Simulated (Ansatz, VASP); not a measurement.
## One calculation of Fe, two programs

```
CELL_PARAMETERS angstrom
2.51766 0.00000 0.00000
-1.25883 2.18036 0.00000
0.00000 0.00000 4.37454
ATOMIC_POSITIONS crystal
Fe 0.33333 0.66667 0.25000
Fe 0.66667 0.33333 0.75000
```

Alike in both runs: task single point; functional PBE; k mesh 16 × 16 × 8; occupations fermi-dirac, width 0.05 eV; collinear spin.

|  | VASP | Ansatz |
| --- | --- | --- |
| version | VASP 6.6.1 | Ansatz 0.2.0 |
| potentials or method | VASP PAW PBE potentials, release 64 (Fe), cutoff 520 eV | plane waves (420 eV) with PAW, scalar-relativistic |
| valence electrons in the cell | 16 | 32 |

|  | VASP | Ansatz | Ansatz less VASP |
| --- | --- | --- | --- |
| pressure (GPa) | 0.6 | 0.8 | +0.15 |
| traceless stress, the component that is largest in VASP (GPa) | -0.24 | -0.37 | -0.133 |
| net moment per atom (μB) | 2.57 | 2.57 | -0.002 |
| size of the moment on the site where the two differ most (μB) | 2.56 | 2.59 | +0.032 |

Site moments also hang on the region over which each program counts them. VASP's potentials hold 16 valence electrons a cell and Ansatz's 32, so a difference there can come from the potentials and not from the codes.
